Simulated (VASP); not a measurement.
Write the native input for VASP 6.6.1 that does the following.

```
Task                   : single point
Functional             : PBE
Potentials or basis    : VASP PAW PBE potentials, release 64 (Li_sv, Cl)
Cutoff                 : 520 eV
k mesh                 : 8 × 8 × 8
Occupations            : gaussian, width 0.05 eV
Spin                   : no spin polarisation
Dipole correction      : no
Further INCAR settings : ALGO = Normal; EDIFF = 1e-07; NBANDS = 12
```

The structure of LiCl lies in POSCAR:

```
LiCl
1.0
    0.0000000000      2.6032314000      2.6417028000
    2.6032314000      0.0000000000      2.6417028000
    2.6032314000      2.6032314000      0.0000000000
Li Cl
1 1
Direct
    0.0000000000      0.0000000000      0.0000000000
    0.5000000000      0.5000000000      0.5000000000
```

This cell differs from its parent crystal: strain +0.015 along x and y, +0.030 along z.

The input as run:

INCAR

```
SYSTEM = LiCl
ALGO     = Normal         ! electronic algorithm
EDIFF    = 1E-7           ! SCF threshold, eV
ENCUT    = 520            ! plane-wave cutoff, eV
GGA      = PE             ! functional
ISIF     = 2              ! what is computed and relaxed
ISMEAR   = 0              ! smearing method
LASPH    = .True.         ! aspherical terms in the spheres
LCHARG   = .False.        ! write CHGCAR
LREAL    = .False.        ! projectors in reciprocal space
LWAVE    = .False.        ! write WAVECAR
NBANDS   = 12             ! bands
NELM     = 60             ! most SCF steps
PREC     = Accurate       ! precision mode
SIGMA    = 0.05           ! smearing width, eV
```

KPOINTS

```
k-points
0
Gamma
  8 8 8
  0 0 0
```

Potentials or basis: VASP PAW PBE potentials, release 64 (Li_sv, Cl).

Launch:

```console
$ cat potpaw_PBE.64/Li_sv/POTCAR potpaw_PBE.64/Cl/POTCAR > POTCAR
$ mpirun -np 1 vasp_std > vasp.out
```

Results of the run:

```json
{"Band gap on the k mesh": "5.99 eV, direct"}
```

Caveat: the cell differs from its parent crystal (strain +0.015 along x and y, +0.030 along z).

Wall time 11 s on 1 thread of Intel(R) Xeon(R) 6975P-C (Granite Rapids) (shared host), peak memory 0.15 GiB.
